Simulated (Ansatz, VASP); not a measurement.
## PtS2 in VASP and in Ansatz

INCAR

```
ALGO = Normal
DIPOL = 0.5 0.5 0.394
EDIFF = 1E-6
ENCUT = 520
GGA = PE
IDIPOL = 3
ISIF = 2
ISMEAR = 0
IVDW = 12
LASPH = True
LCHARG = True
LDIPOL = True
LELF = True
LREAL = False
LVACPOTAV = True
LVHAR = True
LWAVE = False
NBANDS = 31
NELM = 100
PREC = Accurate
SIGMA = 0.05
```

KPOINTS

```
k-points
0
Gamma
  9 9 1
```

The input POSCAR:

```
PtS2
1.0
    3.5415278079      0.0000000000      0.0000000000
   -1.7707639039      3.0670530498      0.0000000000
    0.0000000000      0.0000000000     22.4670615492
S Pt
4 2
Direct
    0.6666666667      0.3333333333      0.2002932155
    0.3333333333      0.6666666667      0.3108341854
    0.7777777778      0.2222222222      0.4773001022
    1.1111111111     -0.1111111111      0.5878410722
    0.0000000000      0.0000000000      0.2555637004
    1.4444444444      0.5555555556      0.5325705872
```

Input for Ansatz:

```yaml
crystal:
  lattice:
    - [3.5415278079, 0.0, 0.0]
    - [-1.7707639039, 3.0670530498, 0.0]
    - [0.0, 0.0, 22.4670615492]
  atoms:
    - { symbol: S, position: [0.6666666667, 0.3333333333, 0.2002932155] }
    - { symbol: Pt, position: [0.0, 0.0, 0.2555637004] }
    - { symbol: S, position: [0.3333333333, 0.6666666667, 0.3108341854] }
    - { symbol: S, position: [0.7777777778, 0.2222222222, 0.4773001022] }
    - { symbol: Pt, position: [1.4444444444, 0.5555555556, 0.5325705872] }
    - { symbol: S, position: [1.1111111111, -0.1111111111, 0.5878410722] }
basis:
  ecutwfc: 420
kpoints:
  mp_grid: { grid: [9, 9, 1] }
hamiltonian:
  xc: pbe
  pseudopotentials: { kind: paw, azcp: { folder: soft_1 } }
  dispersion: d3bj
scf:
  occupations: { method: gaussian, width: 0.05 }
output:
  forces: true
  eigenvalues: true
efield:
  axis: 3
  dipole_correction: true
  ramp_width: 0.04
```

Alike in both runs: task single point; functional PBE; dispersion D3(BJ); k mesh 9 × 9 × 1; occupations gaussian, width 0.05 eV; no spin polarisation.

|  | VASP | Ansatz |
| --- | --- | --- |
| version | VASP 6.6.1 | Ansatz 0.2.0 |
| potentials or method | VASP PAW PBE potentials, release 64 (S, Pt), cutoff 520 eV | scalar-relativistic, plane waves, PAW |
| valence electrons in the cell | 44 | 60 |

|  | VASP | Ansatz | Ansatz less VASP |
| --- | --- | --- | --- |
| gap on the k mesh at the Fermi level (eV) | 1.58 | 1.57 | -0.006 |
| least direct gap on the mesh (eV) | 1.66 | 1.66 | -0.006 |
| rms of the force components (eV/Å) | 0.025 | 0.029 | +0.0035 |

VASP's potentials hold 44 valence electrons a cell and Ansatz's 60, so a difference there can come from the potentials and not from the codes.

Neither program's run includes spin-orbit coupling.
